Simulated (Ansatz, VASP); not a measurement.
## One calculation of TiAl3, two programs

INCAR

```
  PREC = Accurate
  ENCUT = 520
  EDIFF = 1E-7
  ISMEAR = 0
  SIGMA = 0.1
  LREAL = F
  LASPH = T
  NELM = 100
  ALGO = Normal
  ISIF = 2
  LWAVE = F
  LCHARG = F
  GGA = PS
  NBANDS = 18
```

KPOINTS

```
regular mesh
0
Gamma
  4 2 2
```

POSCAR

```
TiAl3
1.0
    2.8396770000      0.0000000000      0.0000000000
    0.0000000000      4.6812640000      0.0000000000
    0.0000000000      0.0000000000      4.9007420000
Ti Al
1 3
Direct
    0.0000000000      0.5000000000      0.1659160000
    0.5000000000      0.5000000000      0.6672710000
    0.5000000000      0.0000000000      0.3309120000
    0.0000000000      0.0000000000      0.8359000000
```

Input for Ansatz:

```yaml
crystal:
  lattice:
    - [2.839677, 0.0, 0.0]
    - [0.0, 4.681264, 0.0]
    - [0.0, 0.0, 4.900742]
  atoms:
    - { symbol: Ti, position: [0.0, 0.5, 0.165916] }
    - { symbol: Al, position: [0.5, 0.5, 0.667271] }
    - { symbol: Al, position: [0.5, 0.0, 0.330912] }
    - { symbol: Al, position: [0.0, 0.0, 0.8359] }
basis:
  ecutwfc: 420
kpoints:
  mp_grid: { grid: [4, 2, 2] }
hamiltonian:
  xc: pbesol
scf:
  occupations: { method: gaussian, width: 0.1 }
output:
  forces: true
  stress: true
  eigenvalues: true
```

Alike in both runs: task single point; functional PBEsol; k mesh 4 × 2 × 2; occupations gaussian, width 0.1 eV; no spin polarisation.

|  | VASP | Ansatz |
| --- | --- | --- |
| version | VASP 6.6.1 | Ansatz 0.2.0 |
| potentials or method | VASP PAW PBE potentials, release 64 (Ti_sv, Al), cutoff 520 eV | scalar-relativistic, plane waves, PAW |
| valence electrons in the cell | 21 | 21 |

Ansatz gave:

* gap on the k mesh at the Fermi level (eV): none
* pressure (GPa): -2.3
* traceless stress, the component that is largest in VASP (GPa): 3.69
* rms of the force components (eV/Å): 0.064

Which values does VASP return?

gap on the k mesh at the Fermi level (eV): none; pressure (GPa): -2.2; traceless stress, the component that is largest in VASP (GPa): 3.70; rms of the force components (eV/Å): 0.064.

VASP's potentials were made for PBE, not for PBEsol. Atom by atom the forces differ by 0.000 eV/Å (rms over components). A gap of «none» marks a metal or a gap that the smearing closes. With one functional, cell and mesh, what is left measures potentials, basis and numerics.

The k mesh is coarse, so the values compare programs but aren't converged.
